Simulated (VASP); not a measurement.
Set up this calculation in VASP 6.6.1, as the native input.

```
Task                   : relaxation of cell and atoms
Functional             : r2SCAN
Potentials or basis    : VASP PAW PBE potentials, release 64 (Ti_sv)
Cutoff                 : 600 eV
k mesh                 : 18 × 18 × 18
Occupations            : fermi-dirac, width 0.1 eV
Spin                   : no spin polarisation
Dipole correction      : no
Further INCAR settings : ALGO = Normal; EDIFF = 1e-06; IBRION = 2; EDIFFG = -0.03; NSW = 80; ISIF = 3
```

Crystal: Ti.

```
Ti
1.0
     2.62765    0.00000    0.00000
     0.00000    2.62765    0.00000
     0.00000    0.00000    2.62765
Ti
1
Direct
  0.00000 0.00000 0.00000
```

This isn't the form of Ti at room conditions, which is hcp.

These files were run (other wordings do the same):

POSCAR

```
Ti
1.0
    2.6276523021      0.0000000000      0.0000000000
    0.0000000000      2.6276523021      0.0000000000
    0.0000000000      0.0000000000      2.6276523021
Ti
1
Direct
    0.0000000000      0.0000000000      0.0000000000
```

INCAR.step1

```
SYSTEM = Ti
ALGO = Normal
EDIFF = 1E-4
ENCUT = 600
GGA = PE
ISMEAR = -1
LASPH = .True.
LCHARG = .False.
LREAL = .False.
LWAVE = .True.
NELM = 60
PREC = Accurate
SIGMA = 0.1
```

INCAR.step2

```
SYSTEM = Ti
ALGO = Normal
EDIFF = 1E-6
EDIFFG = -0.03
ENCUT = 600
IBRION = 2
ISIF = 3
ISMEAR = -1
ISTART = 1
LASPH = .True.
LCHARG = .False.
LMIXTAU = .True.
LREAL = .False.
LWAVE = .False.
METAGGA = R2SCAN
NELM = 60
NSW = 80
PREC = Accurate
SIGMA = 0.1
```

KPOINTS

```
k-points
0
Gamma
  18 18 18
  0 0 0
```

Potentials or basis: VASP PAW PBE potentials, release 64 (Ti_sv).

The run is started by

```console
$ cat potpaw_PBE.64/Ti_sv/POTCAR > POTCAR
$ cp INCAR.step1 INCAR
$ mpirun -np 1 vasp_std > vasp.out
$ cp INCAR.step2 INCAR
$ mpirun -np 1 vasp_std > vasp.out
```

It gave:

```json
{
 "Relaxed volume": "18.29 Å³/atom",
 "Relaxed cell": "a = 2.635 Å, b = 2.635 Å, c = 2.635 Å, α = 90.00°, β = 90.00°, γ = 90.00°",
 "Space group after relaxing (to 0.1 Å)": "Pm-3m (No. 221)",
 "Energy gained by relaxing": "0.2 meV/atom",
 "Ionic steps": "2",
 "Pressure after relaxing": "-0.2 GPa",
 "Band gap on the k mesh": "zero (bands 6 and 7 overlap by 2.34 eV)"
}
```

Caveat: the PAW data sets were made with another functional, which shifts forces and pressure a little.

It took 4.6 min on 1 thread of Intel Xeon 8259CL, on a shared host, peak memory 0.19 GiB.
